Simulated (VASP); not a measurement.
# MgO (P3m1) in VASP: a series of runs, part 2 of 2

VASP 6.6.1. The steps go on from the part before.

### 4 Single point, PBEsol (the distance across one plane changed)

File INCAR:

```
PREC     = Accurate       # precision mode
ENCUT    = 520            # plane-wave cutoff, eV
EDIFF    = 1E-6           # SCF threshold, eV
ISMEAR   = 0              # smearing method
SIGMA    = 0.05           # smearing width, eV
LREAL    = F              # projectors in reciprocal space
LASPH    = T              # aspherical terms in the spheres
NELM     = 80             # most SCF steps
ALGO     = Normal         # electronic algorithm
ISIF     = 2              # what is computed and relaxed
LWAVE    = F              # write WAVECAR
LCHARG   = F              # write CHGCAR
GGA      = PS             # functional
NBANDS   = 36             # bands
```

File KPOINTS:

```
Automatic mesh
0
Gamma
  9 9 2
```

File POSCAR:

```
MgO
1.0
    2.1351500000     -2.1351500000      0.0000000000
    2.1351500000      0.0000000000     -2.1351500000
   10.2726508076     10.2726508076     10.2726508076
Mg O
6 6
Direct
    0.6666666667      0.6666666667      0.0346413345
    0.0000000000      0.0000000000      0.7274680255
    0.3333333333      0.3333333333      0.1732066727
    0.6666666667      0.6666666667      0.4503373491
    0.0000000000      0.0000000000      0.3117720109
    0.3333333333      0.3333333333      0.5889026873
    0.6666666667      0.6666666667      0.2424893418
    0.0000000000      0.0000000000      0.1039240036
    0.3333333333      0.3333333333      0.3810546800
    0.6666666667      0.6666666667      0.6581853564
    1.0000000000      1.0000000000      0.5196200182
    0.3333333333      0.3333333333      0.7967506946
```

Potentials or basis: VASP PAW PBE potentials, release 64 (Mg, O).

Launch:

```sh
> cat potpaw_PBE.64/Mg/POTCAR potpaw_PBE.64/O/POTCAR > POTCAR
> mpirun -np 1 vasp_std > vasp.out
```

OUTCAR:

```text
PREC = Accurate
   ENCUT = 520
   EDIFF = 1E-6
   ISMEAR = 0
   LREAL = F
   LASPH = T
   NELM = 80
   ISIF = 2
   GGA = PS

 ion  position               nearest neighbor table
   1  0.667  0.667  0.035-   8 2.14   8 2.14   8 2.14   3 3.02   3 3.02   3 3.02
   2  0.000  0.000  0.727-  12 2.14  10 2.14  12 2.14  12 2.14  10 2.14  10 2.14   6 3.02   6 3.02
                             6 3.02
   3  0.333  0.333  0.173-   8 2.14   7 2.14   7 2.14   8 2.14   8 2.14   7 2.14   1 3.02   1 3.02
                             5 3.02   5 3.02   5 3.02   1 3.02
[... 1170 lines left out ...]
 -----------------------------------------------------------------------------
  energy-cutoff  :      520.00
  volume of cell :      140.49
      direct lattice vectors                 reciprocal lattice vectors
     2.135150000 -2.135150000  0.000000000     0.156117057 -0.312234113  0.156117057
     2.135150000  0.000000000 -2.135150000     0.156117057  0.156117057 -0.312234113
    10.272650808 10.272650808 10.272650808     0.032448619  0.032448619  0.032448619

 POSITION                                       TOTAL-FORCE (eV/Angst)
 -----------------------------------------------------------------------------------
      3.20272     -1.06758     -1.06758        -0.079778     -0.079778     -0.079778
      7.47302      7.47302      7.47302         0.671429      0.671429      0.671429
      3.20272      1.06757      1.06757         0.398744      0.398744      0.398744
      7.47302      3.20272      3.20272         0.346967      0.346967      0.346967
      3.20272      3.20272      3.20272         0.347727      0.347727      0.347727
      7.47302      5.33787      5.33787         0.350005      0.350005      0.350005
      5.33787      1.06757      1.06757        -0.344580     -0.344580     -0.344580
      1.06757      1.06757      1.06757        -0.113273     -0.113273     -0.113273
      5.33787      3.20272      3.20272        -0.345566     -0.345566     -0.345566
      9.60817      5.33787      5.33787        -0.405176     -0.405176     -0.405176
      5.33787      5.33787      5.33787        -0.348997     -0.348997     -0.348997
      9.60817      7.47302      7.47302        -0.477503     -0.477503     -0.477503
 -----------------------------------------------------------------------------------
    total drift:                               -0.000133     -0.000133     -0.000133

  FREE ENERGIE OF THE ION-ELECTRON SYSTEM (eV)
  ---------------------------------------------------
  free  energy   TOTEN  =       -69.5167519603 eV

  energy  without entropy=      -69.5104139206  energy(sigma->0) =      -69.51358294
```

stdout:

```text
POSCAR found type information on POSCAR MgO
 POSCAR found :  2 types and      12 ions
 scaLAPACK will be used
 -----------------------------------------------------------------------------
|                                                                             |
|                                                                             |
|     You enforced a specific xc type in the INCAR file but a different       |
|     I HOPE YOU KNOW WHAT YOU ARE DOING!                                     |
|                                                                             |
 -----------------------------------------------------------------------------

 LDA part: xc-table for (Slater+PW92), standard interpolation
 POSCAR, INCAR and KPOINTS ok, starting setup
 FFT: planning ... GRIDC
 FFT: planning ... GRID_SOFT
 FFT: planning ... GRID
 WAVECAR not read
 entering main loop
```

It took 2.2 min on 1 thread of AMD EPYC 9R45 (Zen 5), shared host; peak memory 0.28 GiB.

Results:

* Free energy: -69.5168 eV
* Pressure: -5.0 GPa
* Largest force: 1.163 eV/Å
* Band gap on the k mesh: zero (bands 24 and 25 overlap by 0.44 eV)

Forces on the atoms (eV/Å):
```
Mg  -0.080 -0.080 -0.080
Mg   0.671  0.671  0.671
Mg   0.399  0.399  0.399
Mg   0.347  0.347  0.347
Mg   0.348  0.348  0.348
Mg   0.350  0.350  0.350
O   -0.345 -0.345 -0.345
O   -0.113 -0.113 -0.113
O   -0.346 -0.346 -0.346
O   -0.405 -0.405 -0.405
O   -0.349 -0.349 -0.349
O   -0.478 -0.478 -0.478
```

Stress tensor (GPa, compression positive):
```
-5.04 -0.53 -0.53
-0.53 -5.04 -0.53
-0.53 -0.53 -5.04
```

Levels at points of the mesh, in eV from the Fermi level:
| k point | band 22 | band 23 | band 24 | band 25 | band 26 | band 27 |
| --- | --- | --- | --- | --- | --- | --- |
| (0.00, 0.00, 0.00) | -0.86 | -0.52 | 0.41 | 0.41 | 2.23 | 3.27 |
| (0.00, 0.00, 0.50) | -0.86 | -0.47 | 0.41 | 0.41 | 2.17 | 3.37 |

Caveat: the cell differs from its parent crystal (the distance across one plane changed); the cell stands under tension; semilocal functionals underestimate gaps, and a narrow one can read as zero; the PAW data sets were made with another functional, which shifts forces and pressure a little.

### 5 Single point, PBEsol (the distance across one plane changed)

File INCAR:

```
SYSTEM = MgO
PREC = Accurate
ENCUT = 520
EDIFF = 1E-6
ISMEAR = 0
SIGMA = 0.05
LREAL = .False.
LASPH = .True.
NELM = 100
ALGO = Normal
ISIF = 2
LWAVE = .False.
LCHARG = .False.
GGA = PS
NBANDS = 36
```

File KPOINTS:

```
regular mesh
0
Gamma
  9 9 2
  0 0 0
```

File POSCAR:

```
MgO
1.0
    2.1351500000     -2.1351500000      0.0000000000
    2.1351500000      0.0000000000     -2.1351500000
   11.1386762114     11.1386762114     11.1386762114
Mg O
6 6
Direct
    0.6666666667      0.6666666667      0.0319479915
    0.0000000000      0.0000000000      0.6709078223
    0.3333333333      0.3333333333      0.1597399577
    0.6666666667      0.6666666667      0.4153238900
    0.0000000000      0.0000000000      0.2875319238
    0.3333333333      0.3333333333      0.5431158561
    0.6666666667      0.6666666667      0.2236359408
    0.0000000000      0.0000000000      0.0958439746
    0.3333333333      0.3333333333      0.3514279069
    0.6666666667      0.6666666667      0.6070118392
    1.0000000000      1.0000000000      0.4792198731
    0.3333333333      0.3333333333      0.7348038054
```

Potentials or basis: VASP PAW PBE potentials, release 64 (Mg, O).

Launch:

```sh
> cat potpaw_PBE.64/Mg/POTCAR potpaw_PBE.64/O/POTCAR > POTCAR
> mpirun -np 1 vasp_std > vasp.out
```

OUTCAR:

```text
SYSTEM = MgO
   PREC = Accurate
   ENCUT = 520
   EDIFF = 1E-6
   ISMEAR = 0
   LREAL = .False.
   LASPH = .True.
   NELM = 100
   ISIF = 2
   GGA = PS

 ion  position               nearest neighbor table
   1  0.667  0.667  0.032-   8 2.14   8 2.14   8 2.14   3 3.02   3 3.02   3 3.02
   2  0.000  0.000  0.671-  12 2.14  10 2.14  12 2.14  12 2.14  10 2.14  10 2.14   6 3.02   6 3.02
                             6 3.02
   3  0.333  0.333  0.160-   8 2.14   7 2.14   7 2.14   8 2.14   8 2.14   7 2.14   5 3.02   5 3.02
                             5 3.02   1 3.02   1 3.02   1 3.02
[... 1171 lines left out ...]
  energy-cutoff  :      520.00
  volume of cell :      152.34
      direct lattice vectors                 reciprocal lattice vectors
     2.135150000 -2.135150000  0.000000000     0.156117057 -0.312234113  0.156117057
     2.135150000  0.000000000 -2.135150000     0.156117057  0.156117057 -0.312234113
    11.138676211 11.138676211 11.138676211     0.029925758  0.029925758  0.029925758

 POSITION                                       TOTAL-FORCE (eV/Angst)
 -----------------------------------------------------------------------------------
      3.20272     -1.06758     -1.06758         0.012443      0.012443      0.012443
      7.47303      7.47303      7.47303         0.634057      0.634057      0.634057
      3.20273      1.06758      1.06758         0.382396      0.382396      0.382396
      7.47303      3.20273      3.20273         0.334146      0.334146      0.334146
      3.20272      3.20272      3.20272         0.333882      0.333882      0.333882
      7.47302      5.33787      5.33787         0.339594      0.339594      0.339594
      5.33788      1.06758      1.06758        -0.331705     -0.331705     -0.331705
      1.06757      1.06757      1.06757        -0.089589     -0.089589     -0.089589
      5.33787      3.20273      3.20273        -0.332462     -0.332462     -0.332462
      9.60818      5.33787      5.33787        -0.400492     -0.400492     -0.400492
      5.33788      5.33788      5.33788        -0.336612     -0.336612     -0.336612
      9.60818      7.47303      7.47303        -0.545658     -0.545658     -0.545658
 -----------------------------------------------------------------------------------
    total drift:                               -0.000565     -0.000564     -0.000564

  FREE ENERGIE OF THE ION-ELECTRON SYSTEM (eV)
  ---------------------------------------------------
  free  energy   TOTEN  =       -69.3394425608 eV

  energy  without entropy=      -69.3314481661  energy(sigma->0) =      -69.33544536
```

Wall time 2.4 min (1 thread of AMD EPYC 9R45 (Zen 5), shared host); peak memory 0.29 GiB.

What came out:

| Item | Value |
| --- | --- |
| Free energy | -69.3394 eV |
| Pressure | -4.5 GPa |
| Largest force | 1.098 eV/Å |
| Band gap on the k mesh | zero (bands 24 and 25 overlap by 0.43 eV) |

Forces in eV/Å, atoms in the order of the input:
```
Mg   0.012  0.012  0.012
Mg   0.634  0.634  0.634
Mg   0.382  0.382  0.382
Mg   0.334  0.334  0.334
Mg   0.334  0.334  0.334
Mg   0.340  0.340  0.340
O   -0.332 -0.332 -0.332
O   -0.090 -0.090 -0.090
O   -0.332 -0.332 -0.332
O   -0.400 -0.400 -0.400
O   -0.337 -0.337 -0.337
O   -0.546 -0.546 -0.546
```

Stress tensor (GPa, compression positive):
```
-4.53 -0.13 -0.13
-0.13 -4.53 -0.13
-0.13 -0.13 -4.53
```

Caveat: the cell differs from its parent crystal (the distance across one plane changed); the cell stands under tension; semilocal functionals underestimate gaps, and a narrow one can read as zero; the PAW data sets were made with another functional, which shifts forces and pressure a little.

### 6 Single point, PBEsol (the distance across one plane changed)

File INCAR:

```
PREC = Accurate ; ENCUT = 520
EDIFF = 1E-6 ; ISMEAR = 0
SIGMA = 0.05 ; LREAL = False
LASPH = True ; NELM = 100
ALGO = Normal ; ISIF = 2
LWAVE = False ; LCHARG = True
GGA = PS ; LELF = True
LVHAR = True ; NBANDS = 36
```

File KPOINTS:

```
regular mesh
0
Gamma
  9 9 2
```

File POSCAR:

```
MgO
1.0
    2.1351500000     -2.1351500000      0.0000000000
    2.1351500000      0.0000000000     -2.1351500000
   12.0047016151     12.0047016151     12.0047016151
Mg O
6 6
Direct
    0.6666666667      0.6666666667      0.0296432468
    0.0000000000      0.0000000000      0.6225081838
    0.3333333333      0.3333333333      0.1482162342
    0.6666666667      0.6666666667      0.3853622090
    0.0000000000      0.0000000000      0.2667892216
    0.3333333333      0.3333333333      0.5039351964
    0.6666666667      0.6666666667      0.2075027279
    0.0000000000      0.0000000000      0.0889297405
    0.3333333333      0.3333333333      0.3260757153
    0.6666666667      0.6666666667      0.5632216901
    1.0000000000      1.0000000000      0.4446487027
    0.3333333333      0.3333333333      0.6817946775
```

Potentials or basis: VASP PAW PBE potentials, release 64 (Mg, O).

Launch:

```sh
> cat potpaw_PBE.64/Mg/POTCAR potpaw_PBE.64/O/POTCAR > POTCAR
> mpirun -np 1 vasp_std > vasp.out
```

Wall time 2.7 min (1 thread of AMD EPYC 9R45 (Zen 5), shared host); peak memory 0.31 GiB.

It converged, with:

```yaml
Free_energy: -69.2801 eV
Pressure: -4.2 GPa
Largest_force: 1.120 eV/Å
Band_gap_on_the_k_mesh: zero (bands 24 and 25 overlap by 0.43 eV)
```

Forces on the atoms (eV/Å):
```
Mg   0.028  0.028  0.028
Mg   0.647  0.647  0.647
Mg   0.377  0.377  0.377
Mg   0.330  0.330  0.330
Mg   0.330  0.330  0.330
Mg   0.335  0.335  0.335
O   -0.328 -0.328 -0.328
O   -0.083 -0.083 -0.083
O   -0.329 -0.329 -0.329
O   -0.398 -0.398 -0.398
O   -0.333 -0.333 -0.333
O   -0.576 -0.576 -0.576
```

Stress tensor (GPa, compression positive):
```
-4.20 -0.07 -0.07
-0.07 -4.20 -0.07
-0.07 -0.07 -4.20
```

Levels at points of the mesh, in eV from the Fermi level:
```tsv
k point	band 20	band 21	band 22	band 23	band 24	band 25	band 26	band 27	band 28	band 29
(0.00, 0.00, 0.00)	-1.54	-0.80	-0.80	-0.35	0.42	0.42	2.25	3.37	4.33	5.19
(0.00, 0.00, 0.50)	-1.54	-0.80	-0.80	-0.35	0.42	0.42	2.24	3.38	4.31	5.19
```

Caveat: the cell differs from its parent crystal (the distance across one plane changed); the cell stands under tension; semilocal functionals underestimate gaps, and a narrow one can read as zero; the PAW data sets were made with another functional, which shifts forces and pressure a little.

### 7 Overview

```csv
cell,gap on the mesh (eV),pressure (GPa),largest force (eV/Å)
"a = 3.020, b = 3.020, c = 16.293 Å, angles 90.0, 90.0, 60.0°, 12 atoms",none,-6.5,1.77
"a = 3.020, b = 3.020, c = 16.793 Å, angles 90.0, 90.0, 60.0°, 12 atoms",none,-5.7,1.53
"a = 3.020, b = 3.020, c = 17.793 Å, angles 90.0, 90.0, 60.0°, 12 atoms",none,-5.0,1.16
"a = 3.020, b = 3.020, c = 19.293 Å, angles 90.0, 90.0, 60.0°, 12 atoms",none,-4.5,1.10
"a = 3.020, b = 3.020, c = 20.793 Å, angles 90.0, 90.0, 60.0°, 12 atoms",none,-4.2,1.12
```

Alike in all rows: task single point; level PBEsol; potentials or basis VASP PAW PBE potentials, release 64 (Mg, O); no spin polarisation; k mesh 9 × 9 × 2; cutoff (eV) 520; smearing gaussian 0.05 eV.

Caveats: the cell stands under tension; semilocal functionals underestimate gaps, and a narrow one can read as zero; the PAW data sets were made with another functional, which shifts forces and pressure a little.

Absolute energies hang on the potentials; compare differences alone.
